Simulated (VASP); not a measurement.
# Al2Pd (Fm-3m) in VASP: a series of runs

The runs below take Al2Pd through single point, relaxation of cell and atoms, with LDA.

All numbers are computed with VASP 6.6.1; they aren't measurements. Logs are shortened: lines on timing, memory, paths and dates and some standing lists are left out, and cuts for length are marked.

## (1) The cell of the first run

The structure is cubic, space group Fm-3m (No. 225). Conventional cell: a = 5.839 Å, b = 5.839 Å, c = 5.839 Å, α = 90.00°, β = 90.00°, γ = 90.00°. Al (site symmetry -43m) has 4 Pd at 2.53 Å and 6 Al at 2.92 Å within 3.3 Å. Pd (site symmetry m-3m) has 8 Al at 2.53 Å within 3.3 Å.

## (2) Single point, LDA

Contents of INCAR:

```
SYSTEM = Al2Pd
PREC = Accurate
ENCUT = 520
EDIFF = 1E-6
ISMEAR = -1
SIGMA = 0.05
LREAL = .FALSE.
LASPH = .TRUE.
NELM = 60
ALGO = Normal
ISIF = 2
LWAVE = .FALSE.
LCHARG = .FALSE.
NBANDS = 15
```

Contents of KPOINTS:

```
Automatic mesh
0
G
  6 6 6
  0 0 0
```

Contents of POSCAR:

```
Al2Pd
1.0
    0.0000000000      2.9193774705      2.9193774705
    2.9193774705      0.0000000000      2.9193774705
    2.9193774705      2.9193774705      0.0000000000
Al Pd
2 1
Direct
    0.2500000000      0.2500000000      0.2500000000
    0.7500000000      0.7500000000      0.7500000000
    0.0000000000      0.0000000000      0.0000000000
```

Potentials or basis: VASP PAW LDA potentials, release 64 (Al, Pd).

Command:

```sh
cat potpaw_LDA.64/Al/POTCAR potpaw_LDA.64/Pd/POTCAR > POTCAR
mpirun -np 1 vasp_std > vasp.out
```

OUTCAR:

```text
SYSTEM = Al2Pd
   PREC = Accurate
   ENCUT = 520
   EDIFF = 1E-6
   ISMEAR = -1
   LREAL = .FALSE.
   LASPH = .TRUE.
   NELM = 60
   ISIF = 2

 ion  position               nearest neighbor table
   1  0.250  0.250  0.250-   3 2.53   3 2.53   3 2.53   3 2.53   2 2.92   2 2.92   2 2.92   2 2.92
                             2 2.92   2 2.92
   2  0.750  0.750  0.750-   3 2.53   3 2.53   3 2.53   3 2.53   1 2.92   1 2.92   1 2.92   1 2.92
                             1 2.92   1 2.92
   3  0.000  0.000  0.000-   2 2.53   2 2.53   2 2.53   1 2.53   2 2.53   1 2.53   1 2.53   1 2.53

  LATTYP: Found a face centered cubic cell.
 ALAT       =     5.8387549410

  Lattice vectors:

 A1 = (   0.0000000000,   2.9193774705,   2.9193774705)
 A2 = (   2.9193774705,   0.0000000000,   2.9193774705)
 A3 = (   2.9193774705,   2.9193774705,   0.0000000000)

Analysis of symmetry for initial positions (statically):
=====================================================================
 Subroutine PRICEL returns:
 Original cell was already a primitive cell.

 Routine SETGRP: Setting up the symmetry group for a
 face centered cubic supercell.

 Subroutine GETGRP returns: Found 48 space group operations
 (whereof 48 operations were pure point group operations)
 out of a pool of 48 trial point group operations.

The static configuration has the point symmetry O_h .

Analysis of symmetry for dynamics (positions and initial velocities):
=====================================================================
 Subroutine PRICEL returns:
 Original cell was already a primitive cell.

 Routine SETGRP: Setting up the symmetry group for a
 face centered cubic supercell.

 Subroutine GETGRP returns: Found 48 space group operations
 (whereof 48 operations were pure point group operations)
 out of a pool of 48 trial point group operations.

The dynamic configuration has the point symmetry O_h .

 Subroutine INISYM returns: Found 48 space group operations
 (whereof 48 operations are pure point group operations),
 and found     1 'primitive' translations

----------------------------------------------------------------------------------------

                                     Primitive cell

  volume of cell :      49.7623

  direct lattice vectors                    reciprocal lattice vectors
     0.000000000  2.919377471  2.919377471    -0.171269390  0.171269390  0.171269390
     2.919377471  0.000000000  2.919377471     0.171269390 -0.171269390  0.171269390
     2.919377471  2.919377471  0.000000000     0.171269390  0.171269390 -0.171269390

  length of vectors
     4.128623212  4.128623212  4.128623212     0.296647286  0.296647286  0.296647286

  position of ions in fractional coordinates (direct lattice)
     0.250000000  0.250000000  0.250000000
     0.750000000  0.750000000  0.750000000
     0.000000000  0.000000000  0.000000000

  ion indices of the primitive-cell ions
   primitive index   ion index
                 1           1
                 2           2
                 3           3

----------------------------------------------------------------------------------------

 KPOINTS: Automatic mesh

Automatic generation of k-mesh.
 Grid dimensions read from file:
 generate k-points for:    6    6    6

 Generating k-lattice:

  Cartesian coordinates                     Fractional coordinates (reciprocal lattice)
    -0.028544898  0.028544898  0.028544898     0.166666667  0.000000000  0.000000000
     0.028544898 -0.028544898  0.028544898     0.000000000  0.166666667  0.000000000
     0.028544898  0.028544898 -0.028544898     0.000000000  0.000000000  0.166666667

  Length of vectors
     0.049441214  0.049441214  0.049441214

  Shift w.r.t. Gamma in fractional coordinates (k-lattice)
     0.000000000  0.000000000  0.000000000

 Subroutine IBZKPT returns following result:
 ===========================================

 Found     16 irreducible k-points:

 Following reciprocal coordinates:
            Coordinates               Weight
  0.000000  0.000000  0.000000      1.000000
  0.166667  0.000000  0.000000      8.000000
  0.333333  0.000000  0.000000      8.000000
  0.500000  0.000000  0.000000      4.000000
  0.166667  0.166667  0.000000      6.000000
  0.333333  0.166667  0.000000     24.000000
[... 8 lines left out ...]
 -0.333333  0.333333  0.166667     24.000000
 -0.333333  0.500000  0.166667     12.000000
   k-points           NKPTS =     16   k-points in BZ     NKDIM =     16   number of bands    NBANDS=     15
   number of dos      NEDOS =    301   number of ions     NIONS =      3
   total plane-waves  NPLWV =  32768
   dimension x,y,z NGX =    32 NGY =   32 NGZ =   32
   dimension x,y,z NGXF=    64 NGYF=   64 NGZF=   64
   ions per type =               2   1
   NGX,Y,Z   is equivalent  to a cutoff of  12.89, 12.89, 12.89 a.u.
   NGXF,Y,Z  is equivalent  to a cutoff of  25.77, 25.77, 25.77 a.u.
 SYSTEM =  Al2Pd
   PREC   = accura    normal or accurate (medium, high low for compatibility)
   ISTART =      0    job   : 0-new  1-cont  2-samecut
   ICHARG =      2    charge: 1-file 2-atom 10-const
   ISPIN  =      1    spin polarized calculation?
   LNONCOLLINEAR =      F non collinear calculations
   LSORBIT =      F    spin-orbit coupling
   LASPH  =      T    aspherical Exc in radial PAW
   ENCUT  =  520.0 eV  38.22 Ry    6.18 a.u.   7.68  7.68  7.68*2*pi/ulx,y,z
   NELM   =     60;   NELMIN=  2; NELMDL= -5     # of ELM steps
   EDIFF  = 0.1E-05   stopping-criterion for ELM
   LREAL  =      F    real-space projection
   EDIFFG = 0.1E-04   stopping-criterion for IOM
   NSW    =      0    number of steps for IOM
   IBRION =     -1    ionic relax: 0-MD 1-quasi-New 2-CG
   NFREE  =      0    steps in history (QN), initial steepest desc. (CG)
   ISIF   =      2    stress and relaxation
   ISYM   =      2    0-nonsym 1-usesym 2-fastsym
   POTIM  = 0.5000    time-step for ionic-motion
   TEBEG  =    0.0;   TEEND  =   0.0 temperature during run
   PSTRESS=    0.0 pullay stress
   NELECT =      16.0000    total number of electrons
   NUPDOWN=      -1.0000    fix difference up-down
   EMIN   =  10.00;   EMAX   =-10.00  energy-range for DOS
   EFERMI =   0.00;   METHOD = LEGACY
   ISMEAR =    -1;   SIGMA  =   0.05  broadening in eV -4-tet -1-fermi 0-gaus
   EFERMI_NEDOS =   21; number of points for ismear=-14 and -15
   IALGO  =     38    algorithm
   IMIX   =      4    mixing-type and parameters
     AMIX     =   0.40;   BMIX     =  1.00
     AMIX_MAG =   1.60;   BMIX_MAG =  1.00
  volume/ion in A,a.u.               =      16.59       111.94
  Fermi-wavevector in a.u.,A,eV,Ry     =   1.121540  2.119402 17.114100  1.257851
  Thomas-Fermi vector in A             =   2.258194
   LORBIT       =      0    0 simple, 1 ext, 2 COOP (PROOUT), +10 PAW based schemes
   GGA     = CA    functional components
   LHFCALC =     F    Hartree Fock is set to
   AEXX    =    0.0000 exact exchange contribution
   IVDW    =     0    specifies the selected vdW correction
   LEPSILON=     F    determine dielectric tensor
   LRPA    =     F    only Hartree local field effects (RPA)
 non-spin polarized calculation
  energy-cutoff  :      520.00
  volume of cell :       49.76
 maximum number of plane-waves:      1363
 NGX is ok and might be reduce to    32
   NGX = 15   NGY = 15   NGZ = 15

 number of electron      16.0000002 magnetization

 Free energy of the ion-electron system (eV)
  ---------------------------------------------------
  ext. energy  EPLUGINS =         0.00000000
  ---------------------------------------------------
  free energy    TOTEN  =       -16.81267797 eV

  energy without entropy =      -16.79744923  energy(sigma->0) =      -16.80506360

 E-fermi :   7.8090     XC(G=0): -10.9593

 val. band max:        7.7885523833   @ k =  -0.3333   0.3333   0.0000
 cond. band min:       7.8624098249   @ k =  -0.1667   0.1667   0.0000
 fundamental gap:      0.0738574416
 Fermi energy:         7.8089977823

 k-point     1 :       0.0000    0.0000    0.0000
  band No.  band energies     occupation
      1      -1.9385      2.00000
      2       2.8112      2.00000
      3       2.8112      2.00000
      4       2.8112      2.00000
      5       3.9613      2.00000
      6       3.9613      2.00000
      7      11.1133      0.00000
      8      11.8755      0.00000
      9      11.8755      0.00000
     10      11.8755      0.00000
     11      12.5046      0.00000
     12      12.5046      0.00000
     13      12.5046      0.00000
     14      14.4302      0.00000
     15      14.4302      0.00000

 k-point     2 :       0.1667    0.0000    0.0000
  band No.  band energies     occupation
      1      -1.5642      2.00000
      2       2.6278      2.00000
      3       2.9125      2.00000
      4       2.9125      2.00000
      5       3.9373      2.00000
      6       3.9373      2.00000
      7       8.6234      0.00000
      8      10.7640      0.00000
      9      10.7640      0.00000
     10      11.5602      0.00000
     11      13.3659      0.00000
     12      13.3659      0.00000
     13      13.8117      0.00000
     14      14.0284      0.00000
     15      14.0284      0.00000

 k-point     3 :       0.3333    0.0000    0.0000
  band No.  band energies     occupation
      1      -0.5251      2.00000
      2       2.2076      2.00000
      3       3.0595      2.00000
      4       3.0595      2.00000
      5       4.0056      2.00000
      6       4.0056      2.00000
      7       5.6784      2.00000
      8       9.5809      0.00000
      9       9.5809      0.00000
     10      11.8514      0.00000
     11      12.5705      0.00000
     12      12.5705      0.00000
     13      13.3840      0.00000
     14      16.1219      0.00000
     15      16.1219      0.00000

 k-point     4 :       0.5000    0.0000    0.0000
  band No.  band energies     occupation
      1       0.4630      2.00000
      2       1.7278      2.00000
      3       3.0891      2.00000
      4       3.0891      2.00000
      5       4.1256      2.00000
      6       4.1256      2.00000
      7       4.3402      2.00000
      8       9.0436      0.00000
      9       9.0436      0.00000
     10      11.7665      0.00000
     11      12.3270      0.00000
     12      12.3270      0.00000
     13      13.4291      0.00000
     14      17.8355      0.00000
     15      17.8355      0.00000
[... 163 lines left out ...]
 k-point    14 :       0.5000    0.3333    0.1667
  band No.  band energies     occupation
      1       0.3942      2.00000
      2       2.0625      2.00000
      3       2.9863      2.00000
      4       3.4765      2.00000
      5       3.7708      2.00000
      6       4.1705      2.00000
      7       5.7022      2.00000
      8       6.2993      2.00000
      9       7.9206      0.19391
     10      11.7743      0.00000
     11      12.4294      0.00000
     12      13.6644      0.00000
     13      15.8909      0.00000
     14      17.2074      0.00000
     15      17.2947      0.00000

 k-point    15 :      -0.3333    0.3333    0.1667
  band No.  band energies     occupation
      1       1.3678      2.00000
      2       1.8611      2.00000
      3       2.8584      2.00000
      4       3.5481      2.00000
      5       3.7222      2.00000
      6       4.3091      2.00000
      7       4.5771      2.00000
      8       6.0151      2.00000
      9       7.2675      1.99996
     10      11.9154      0.00000
     11      12.7094      0.00000
     12      15.0542      0.00000
     13      15.0683      0.00000
     14      16.5913      0.00000
     15      17.7039      0.00000

 k-point    16 :      -0.3333    0.5000    0.1667
  band No.  band energies     occupation
      1       1.8982      2.00000
      2       1.9648      2.00000
      3       2.4413      2.00000
      4       3.6971      2.00000
      5       3.8575      2.00000
      6       4.3575      2.00000
      7       4.6429      2.00000
      8       5.5069      2.00000
      9       6.5766      2.00000
     10      11.4915      0.00000
     11      12.5869      0.00000
     12      14.1821      0.00000
     13      16.2520      0.00000
     14      18.2493      0.00000
     15      19.5239      0.00000

------------------------ aborting loop because EDIFF is reached ----------------------------------------

  FORCE on cell =-STRESS in cart. coord.  units (eV):
  Direction    XX          YY          ZZ          XY          YZ          ZX
  --------------------------------------------------------------------------------------
  -------------------------------------------------------------------------------------
  Total        0.0803045      0.0803045      0.0803045     -0.0000000     -0.0000000      0.0000000
  in kB        2.5855301      2.5855301      2.5855301     -0.0000000     -0.0000000      0.0000000
  external PRESSURE =       2.5855301 kB  Pullay stress =       0.0000000 kB

 VOLUME and BASIS-vectors are now :
 -----------------------------------------------------------------------------
  energy-cutoff  :      520.00
  volume of cell :       49.76
      direct lattice vectors                 reciprocal lattice vectors
     0.000000000  2.919377471  2.919377471    -0.171269390  0.171269390  0.171269390
     2.919377471  0.000000000  2.919377471     0.171269390 -0.171269390  0.171269390
     2.919377471  2.919377471  0.000000000     0.171269390  0.171269390 -0.171269390

 POSITION                                       TOTAL-FORCE (eV/Angst)
 -----------------------------------------------------------------------------------
      1.45969      1.45969      1.45969        -0.000000     -0.000000     -0.000000
      4.37907      4.37907      4.37907         0.000000      0.000000      0.000000
      0.00000      0.00000      0.00000        -0.000000     -0.000000     -0.000000
 -----------------------------------------------------------------------------------
    total drift:                                0.000000     -0.000000      0.000000

  FREE ENERGIE OF THE ION-ELECTRON SYSTEM (eV)
  ---------------------------------------------------
  free  energy   TOTEN  =       -16.8126779708 eV

  energy  without entropy=      -16.7974492322  energy(sigma->0) =      -16.80506360
```

Wall time 5.6 s (1 thread of Intel Xeon 6975P-C, shared host); peak memory 0.15 GiB.

Results:

- Free energy: -16.8127 eV
- Pressure: 0.3 GPa
- Band gap on the k mesh: zero (band 8 reaches 11.88 eV, above the bottom of band 9 at 6.34 eV)

(Continued in part 2 of 2.)
